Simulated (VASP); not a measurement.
# Ti in VASP: a series of runs

The runs below take Ti through single point, with PBEsol, r2SCAN.

Everything below comes from runs of VASP 6.6.1. Logs are shortened: lines on timing, memory, paths and dates and some standing lists are left out, and cuts for length are marked.

**1. The cell of the first run**

Symmetry: P6_3/mmc, No. 194, hexagonal system. The conventional cell has a = 3.008 Å, b = 3.008 Å, c = 4.772 Å, α = 90.00°, β = 90.00°, γ = 120.00°. Ti (site symmetry -6m2) has 12 Ti at 2.95 to 3.01 Å within 3.9 Å.

**2. Single point, PBEsol (volume scaled by 1.06)**

INCAR

```
PREC = Accurate ; ENCUT = 520
EDIFF = 1E-6 ; ISMEAR = -1
SIGMA = 0.05 ; LREAL = F
LASPH = T ; NELM = 80
ALGO = Normal ; ISIF = 2
LWAVE = F ; LCHARG = F
GGA = PS ; NBANDS = 19
```

KPOINTS

```
regular mesh
0
Gamma
  10 10 6
```

POSCAR

```
Ti
1.0
    3.0078578261      0.0000000000      0.0000000000
   -1.5039289131      2.6048812885      0.0000000000
    0.0000000000      0.0000000000      4.7717880089
Ti
2
Direct
    0.6666666667      0.3333333333      0.7500000000
    0.3333333333      0.6666666667      0.2500000000
```

Potentials or basis: VASP PAW PBE potentials, release 64 (Ti_sv).

Started as:

```console
cat potpaw_PBE.64/Ti_sv/POTCAR > POTCAR
mpirun -np 1 vasp_std > vasp.out
```

OUTCAR:

```text
PREC = Accurate
   ENCUT = 520
   EDIFF = 1E-6
   ISMEAR = -1
   LREAL = F
   LASPH = T
   NELM = 80
   ISIF = 2
   GGA = PS

 ion  position               nearest neighbor table
   1  0.667  0.333  0.750-
   2  0.333  0.667  0.250-

  LATTYP: Found a hexagonal cell.
 ALAT       =     3.0078578261
 C/A-ratio  =     1.5864406780

  Lattice vectors:

 A1 = (   3.0078578261,   0.0000000000,   0.0000000000)
 A2 = (  -1.5039289131,   2.6048812885,   0.0000000000)
 A3 = (   0.0000000000,   0.0000000000,   4.7717880089)

Analysis of symmetry for initial positions (statically):
=====================================================================
 Subroutine PRICEL returns:
 Original cell was already a primitive cell.

 Routine SETGRP: Setting up the symmetry group for a
 hexagonal supercell.

 Subroutine GETGRP returns: Found 24 space group operations
 (whereof 12 operations were pure point group operations)
 out of a pool of 24 trial point group operations.

The static configuration has the point symmetry D_3d.
 The point group associated with its full space group is D_6h.

Analysis of symmetry for dynamics (positions and initial velocities):
=====================================================================
 Subroutine PRICEL returns:
 Original cell was already a primitive cell.

 Routine SETGRP: Setting up the symmetry group for a
 hexagonal supercell.

 Subroutine GETGRP returns: Found 24 space group operations
 (whereof 12 operations were pure point group operations)
 out of a pool of 24 trial point group operations.

The dynamic configuration has the point symmetry D_3d.
 The point group associated with its full space group is D_6h.

 Subroutine INISYM returns: Found 24 space group operations
 (whereof 12 operations are pure point group operations),
 and found     1 'primitive' translations

----------------------------------------------------------------------------------------

                                     Primitive cell

  volume of cell :      37.3875

  direct lattice vectors                    reciprocal lattice vectors
     3.007857826  0.000000000  0.000000000     0.332462522  0.191947327  0.000000000
    -1.503928913  2.604881289  0.000000000     0.000000000  0.383894654  0.000000000
     0.000000000  0.000000000  4.771788009     0.000000000  0.000000000  0.209565052

  length of vectors
     3.007857826  3.007857826  4.771788009     0.383894654  0.383894654  0.209565052

  position of ions in fractional coordinates (direct lattice)
     0.666666667  0.333333333  0.750000000
     0.333333333  0.666666667  0.250000000

  ion indices of the primitive-cell ions
   primitive index   ion index
                 1           1
                 2           2

----------------------------------------------------------------------------------------

 KPOINTS: regular mesh

Automatic generation of k-mesh.
 Grid dimensions read from file:
 generate k-points for:   10   10    6

 Generating k-lattice:

  Cartesian coordinates                     Fractional coordinates (reciprocal lattice)
     0.033246252  0.019194733  0.000000000     0.100000000  0.000000000  0.000000000
     0.000000000  0.038389465  0.000000000     0.000000000  0.100000000  0.000000000
     0.000000000  0.000000000  0.034927509     0.000000000  0.000000000  0.166666667

  Length of vectors
     0.038389465  0.038389465  0.034927509

  Shift w.r.t. Gamma in fractional coordinates (k-lattice)
     0.000000000  0.000000000  0.000000000

 Subroutine IBZKPT returns following result:
 ===========================================

 Found     56 irreducible k-points:

 Following reciprocal coordinates:
            Coordinates               Weight
  0.000000  0.000000  0.000000      1.000000
  0.100000 -0.000000  0.000000      6.000000
  0.200000 -0.000000  0.000000      6.000000
  0.300000  0.000000  0.000000      6.000000
  0.400000  0.000000  0.000000      6.000000
  0.500000 -0.000000  0.000000      3.000000
[... 16 lines left out ...]
  0.300000  0.100000  0.166667     24.000000
  0.400000  0.100000  0.166667     24.000000
 [... further k-points ...]
   k-points           NKPTS =     56   k-points in BZ     NKDIM =     56   number of bands    NBANDS=     19
   number of dos      NEDOS =    301   number of ions     NIONS =      2
   total plane-waves  NPLWV =  20736
   dimension x,y,z NGX =    24 NGY =   24 NGZ =   36
   dimension x,y,z NGXF=    48 NGYF=   48 NGZF=   72
   ions per type =               2
   NGX,Y,Z   is equivalent  to a cutoff of  13.26, 13.26, 12.54 a.u.
   NGXF,Y,Z  is equivalent  to a cutoff of  26.53, 26.53, 25.08 a.u.
 SYSTEM =  unknown system
   PREC   = accura    normal or accurate (medium, high low for compatibility)
   ISTART =      0    job   : 0-new  1-cont  2-samecut
   ICHARG =      2    charge: 1-file 2-atom 10-const
   ISPIN  =      1    spin polarized calculation?
   LNONCOLLINEAR =      F non collinear calculations
   LSORBIT =      F    spin-orbit coupling
   LASPH  =      T    aspherical Exc in radial PAW
   ENCUT  =  520.0 eV  38.22 Ry    6.18 a.u.   5.59  5.59  8.87*2*pi/ulx,y,z
   NELM   =     80;   NELMIN=  2; NELMDL= -5     # of ELM steps
   EDIFF  = 0.1E-05   stopping-criterion for ELM
   LREAL  =      F    real-space projection
   EDIFFG = 0.1E-04   stopping-criterion for IOM
   NSW    =      0    number of steps for IOM
   IBRION =     -1    ionic relax: 0-MD 1-quasi-New 2-CG
   NFREE  =      0    steps in history (QN), initial steepest desc. (CG)
   ISIF   =      2    stress and relaxation
   ISYM   =      2    0-nonsym 1-usesym 2-fastsym
   POTIM  = 0.5000    time-step for ionic-motion
   TEBEG  =    0.0;   TEEND  =   0.0 temperature during run
   PSTRESS=    0.0 pullay stress
   NELECT =      24.0000    total number of electrons
   NUPDOWN=      -1.0000    fix difference up-down
   EMIN   =  10.00;   EMAX   =-10.00  energy-range for DOS
   EFERMI =   0.00;   METHOD = LEGACY
   ISMEAR =    -1;   SIGMA  =   0.05  broadening in eV -4-tet -1-fermi 0-gaus
   EFERMI_NEDOS =   21; number of points for ismear=-14 and -15
   IALGO  =     38    algorithm
   IMIX   =      4    mixing-type and parameters
     AMIX     =   0.40;   BMIX     =  1.00
     AMIX_MAG =   1.60;   BMIX_MAG =  1.00
  volume/ion in A,a.u.               =      18.69       126.15
  Fermi-wavevector in a.u.,A,eV,Ry     =   1.412222  2.668714 27.135083  1.994372
  Thomas-Fermi vector in A             =   2.533993
   LORBIT       =      0    0 simple, 1 ext, 2 COOP (PROOUT), +10 PAW based schemes
   GGA     = PS    functional components
   LHFCALC =     F    Hartree Fock is set to
   AEXX    =    0.0000 exact exchange contribution
   IVDW    =     0    specifies the selected vdW correction
   LEPSILON=     F    determine dielectric tensor
   LRPA    =     F    only Hartree local field effects (RPA)
 non-spin polarized calculation
  energy-cutoff  :      520.00
  volume of cell :       37.39
 maximum number of plane-waves:      1032
 NGX is ok and might be reduce to    24
   NGX = 11   NGY = 11   NGZ = 17

 number of electron      23.9999996 magnetization

 Free energy of the ion-electron system (eV)
  ---------------------------------------------------
  ext. energy  EPLUGINS =         0.00000000
  ---------------------------------------------------
  free energy    TOTEN  =       -16.53702414 eV

  energy without entropy =      -16.51665977  energy(sigma->0) =      -16.52684195

 E-fermi :   7.4466     XC(G=0): -11.2881

 val. band max:        7.4463354557   @ k =   0.3000   0.3000   0.3333
 cond. band min:       7.4571472101   @ k =   0.1000   0.1000   0.1667
 fundamental gap:      0.0108117544
 Fermi energy:         7.4466127793

 k-point     1 :       0.0000    0.0000    0.0000
  band No.  band energies     occupation
      1     -49.3008      2.00000
      2     -49.1982      2.00000
      3     -25.9148      2.00000
      4     -25.3953      2.00000
      5     -25.3953      2.00000
      6     -25.3519      2.00000
[... 11 lines left out ...]
     18       8.9488      0.00000
     19      10.3355      0.00000

 k-point     2 :       0.1000   -0.0000    0.0000
  band No.  band energies     occupation
      1     -49.2934      2.00000
      2     -49.1953      2.00000
      3     -25.8975      2.00000
      4     -25.4305      2.00000
      5     -25.4071      2.00000
      6     -25.3594      2.00000
[... 11 lines left out ...]
     18       8.8144      0.00000
     19      10.4043      0.00000

 k-point     3 :       0.2000   -0.0000    0.0000
  band No.  band energies     occupation
      1     -49.2736      2.00000
      2     -49.1883      2.00000
      3     -25.8492      2.00000
      4     -25.5234      2.00000
      5     -25.4442      2.00000
      6     -25.4366      2.00000
[... 11 lines left out ...]
     18       9.2298      0.00000
     19      10.5323      0.00000

 k-point     4 :       0.3000    0.0000    0.0000
  band No.  band energies     occupation
      1     -49.2474      2.00000
      2     -49.1813      2.00000
      3     -25.7803      2.00000
      4     -25.6395      2.00000
      5     -25.5551      2.00000
      6     -25.4716      2.00000
[... 11 lines left out ...]
     18       9.8366      0.00000
     19      10.6329      0.00000

 k-point     5 :       0.4000    0.0000    0.0000
  band No.  band energies     occupation
      1     -49.2233      2.00000
      2     -49.1784      2.00000
      3     -25.7342      2.00000
      4     -25.7090      2.00000
      5     -25.6418      2.00000
      6     -25.4989      2.00000
[... 11 lines left out ...]
     18      10.5033      0.00000
     19      10.6874      0.00000

 k-point     6 :       0.5000   -0.0000    0.0000
  band No.  band energies     occupation
      1     -49.2124      2.00000
      2     -49.1790      2.00000
      3     -25.7704      2.00000
      4     -25.6743      2.00000
      5     -25.6723      2.00000
      6     -25.5092      2.00000
[... 11 lines left out ...]
     18      10.7177      0.00000
     19      11.4327      0.00000

 k-point     7 :       0.1000    0.1000    0.0000
  band No.  band energies     occupation
      1     -49.2799      2.00000
      2     -49.1904      2.00000
      3     -25.8647      2.00000
      4     -25.4857      2.00000
      5     -25.4513      2.00000
      6     -25.3951      2.00000
[... 11 lines left out ...]
     18       9.1445      0.00000
     19      10.4772      0.00000

 k-point     8 :       0.2000    0.1000    0.0000
  band No.  band energies     occupation
      1     -49.2568      2.00000
      2     -49.1834      2.00000
      3     -25.8058      2.00000
      4     -25.5813      2.00000
      5     -25.5348      2.00000
      6     -25.4465      2.00000
[... 256 lines left out ...]
 k-point    20 :       0.5000   -0.0000    0.1667
  band No.  band energies     occupation
      1     -49.2101      2.00000
      2     -49.1812      2.00000
      3     -25.8064      2.00000
      4     -25.7114      2.00000
      5     -25.6172      2.00000
      6     -25.5002      2.00000
[... 11 lines left out ...]
     18      10.7067      0.00000
     19      11.1701      0.00000

 k-point    21 :       0.1000    0.1000    0.1667
  band No.  band energies     occupation
      1     -49.2739      2.00000
      2     -49.1964      2.00000
      3     -25.8377      2.00000
      4     -25.4758      2.00000
      5     -25.4670      2.00000
      6     -25.4204      2.00000
[... 11 lines left out ...]
     18       9.2410      0.00000
     19      10.4448      0.00000

 k-point    22 :       0.2000    0.1000    0.1667
  band No.  band energies     occupation
      1     -49.2519      2.00000
      2     -49.1884      2.00000
      3     -25.7952      2.00000
      4     -25.5728      2.00000
      5     -25.5454      2.00000
      6     -25.4583      2.00000
[... 11 lines left out ...]
     18       9.7145      0.00000
     19      10.5121      0.00000

 k-point    23 :       0.3000    0.1000    0.1667
  band No.  band energies     occupation
      1     -49.2278      2.00000
      2     -49.1823      2.00000
      3     -25.7678      2.00000
      4     -25.6608      2.00000
      5     -25.6082      2.00000
      6     -25.4965      2.00000
[... 11 lines left out ...]
     18      10.2248      0.00000
     19      10.7008      0.00000

 k-point    24 :       0.4000    0.1000    0.1667
  band No.  band energies     occupation
      1     -49.2102      2.00000
      2     -49.1811      2.00000
      3     -25.7882      2.00000
      4     -25.6979      2.00000
      5     -25.6181      2.00000
      6     -25.5139      2.00000
[... 11 lines left out ...]
     18      10.5815      0.00000
     19      11.2301      0.00000

 [... further k-points ...]
[... 5 lines left out ...]
  --------------------------------------------------------------------------------------
  -------------------------------------------------------------------------------------
  Total       -2.5127064     -2.5127064     -2.6347675      0.0000000      0.0000000     -0.0000000
  in kB     -107.6777415   -107.6777415   -112.9084619      0.0000000      0.0000000     -0.0000000
  external PRESSURE =    -109.4213150 kB  Pullay stress =       0.0000000 kB

 VOLUME and BASIS-vectors are now :
 -----------------------------------------------------------------------------
  energy-cutoff  :      520.00
  volume of cell :       37.39
      direct lattice vectors                 reciprocal lattice vectors
     3.007857826  0.000000000  0.000000000     0.332462522  0.191947327  0.000000000
    -1.503928913  2.604881289  0.000000000     0.000000000  0.383894654  0.000000000
     0.000000000  0.000000000  4.771788009     0.000000000  0.000000000  0.209565052

 POSITION                                       TOTAL-FORCE (eV/Angst)
 -----------------------------------------------------------------------------------
      1.50393      0.86829      3.57884         0.000000      0.000000      0.000000
     -0.00000      1.73659      1.19295        -0.000000      0.000000      0.000000
 -----------------------------------------------------------------------------------
    total drift:                               -0.000000      0.000000     -0.000000

  FREE ENERGIE OF THE ION-ELECTRON SYSTEM (eV)
  ---------------------------------------------------
  free  energy   TOTEN  =       -16.5370241384 eV

  energy  without entropy=      -16.5166597698  energy(sigma->0) =      -16.52684195
```

Wall time 21 s (1 thread of Intel Xeon Platinum 8375C at 2.90GHz (Ice Lake), shared host); peak memory 0.16 GiB.

Results:

```
Free energy            : -16.5370 eV
Pressure               : -10.9 GPa
Band gap on the k mesh : zero (band 12 reaches 8.19 eV, above the bottom of band 13 at 7.21 eV)
```

Stress tensor (GPa, compression positive):
```
-10.77   0.00   0.00
  0.00 -10.77   0.00
  0.00   0.00 -11.29
```

Levels at points of the mesh, in eV from the Fermi level:
```csv
k point,band 9,band 10,band 11,band 12,band 13,band 14,band 15,band 16
"(0.00, 0.00, 0.00)",-6.02,-2.51,0.60,0.74,0.74,0.83,1.18,1.18
"(0.50, 0.00, 0.00)",-2.24,-1.95,-1.66,-0.66,0.47,0.56,1.08,3.06
"(0.00, 0.00, 0.50)",-4.26,-4.26,0.09,0.09,0.65,0.65,0.65,0.65
"(0.50, 0.00, 0.50)",-2.35,-2.35,-0.73,-0.73,1.16,1.16,1.60,1.60
```

Caveat: the PAW data sets were made with another functional, which shifts forces and pressure a little.

**3. Single point, PBEsol (atoms moved at random)**

INCAR

```
SYSTEM = Ti
PREC = Accurate
ENCUT = 520
EDIFF = 1E-6
ISMEAR = -1
SIGMA = 0.05
LREAL = .FALSE.
LASPH = .TRUE.
NELM = 60
ALGO = Fast
ISIF = 2
LWAVE = .FALSE.
LCHARG = .FALSE.
GGA = PS
NBANDS = 19
```

KPOINTS

```
Automatic mesh
0
G
  10 10 6
  0 0 0
```

POSCAR

```
Ti
1.0
    2.9500000000      0.0000000000      0.0000000000
   -1.4750000000      2.5547749412      0.0000000000
    0.0000000000      0.0000000000      4.6800000000
Ti
2
Direct
    0.6861620000      0.3268800000      0.7484870000
    0.3379730000      0.6729080000      0.2487300000
```

Potentials or basis: VASP PAW PBE potentials, release 64 (Ti_sv).

Started as:

```console
cat potpaw_PBE.64/Ti_sv/POTCAR > POTCAR
mpirun -np 1 vasp_std > vasp.out
```

Run time: 5 min. Hardware: 1 thread of Intel Xeon Platinum 8375C at 2.90GHz (Ice Lake), shared host; peak memory 0.28 GiB.

The run converged. Its results:

| Item | Value |
| --- | --- |
| Free energy | -16.6456 eV |
| Pressure | -6.0 GPa |
| Largest force | 0.101 eV/Å |
| Band gap on the k mesh | zero (band 12 reaches 8.78 eV, above the bottom of band 13 at 7.80 eV) |

Forces in eV/Å, atoms in the order of the input:
```
Ti  -0.090  0.046  0.003
Ti   0.090 -0.046 -0.003
```

Stress tensor (GPa, compression positive):
```
-6.22  0.66  0.00
 0.66 -5.54  0.00
 0.00  0.00 -6.32
```

Levels at points of the mesh, in eV from the Fermi level:
| k point | band 8 | band 9 | band 10 | band 11 | band 12 | band 13 | band 14 | band 15 | band 16 | band 17 |
| --- | --- | --- | --- | --- | --- | --- | --- | --- | --- | --- |
| (0.00, 0.00, 0.00) | -32.59 | -6.16 | -2.64 | 0.74 | 0.75 | 0.82 | 0.84 | 1.25 | 1.31 | 1.49 |
| (0.50, 0.00, 0.00) | -32.67 | -2.28 | -2.10 | -1.74 | -0.63 | 0.48 | 0.54 | 1.12 | 3.29 | 3.49 |
| (0.00, 0.50, 0.00) | -32.67 | -2.28 | -2.10 | -1.75 | -0.62 | 0.49 | 0.54 | 1.12 | 3.30 | 3.49 |
| (0.50, 0.50, 0.00) | -32.66 | -2.39 | -2.10 | -1.90 | -0.58 | 0.45 | 0.83 | 1.22 | 3.34 | 3.50 |
| (0.00, 0.00, 0.50) | -32.64 | -4.33 | -4.32 | 0.09 | 0.10 | 0.67 | 0.67 | 0.71 | 0.71 | 2.72 |
| (0.50, 0.00, 0.50) | -32.74 | -2.52 | -2.52 | -0.78 | -0.77 | 1.30 | 1.30 | 1.74 | 1.74 | 3.44 |
| (0.00, 0.50, 0.50) | -32.74 | -2.52 | -2.51 | -0.78 | -0.78 | 1.30 | 1.30 | 1.74 | 1.74 | 3.44 |
| (0.50, 0.50, 0.50) | -32.75 | -2.46 | -2.46 | -0.83 | -0.83 | 1.30 | 1.30 | 1.70 | 1.70 | 3.45 |

Caveat: the cell differs from its parent crystal (atoms moved at random); the PAW data sets were made with another functional, which shifts forces and pressure a little.

[end of part 1 of 2]
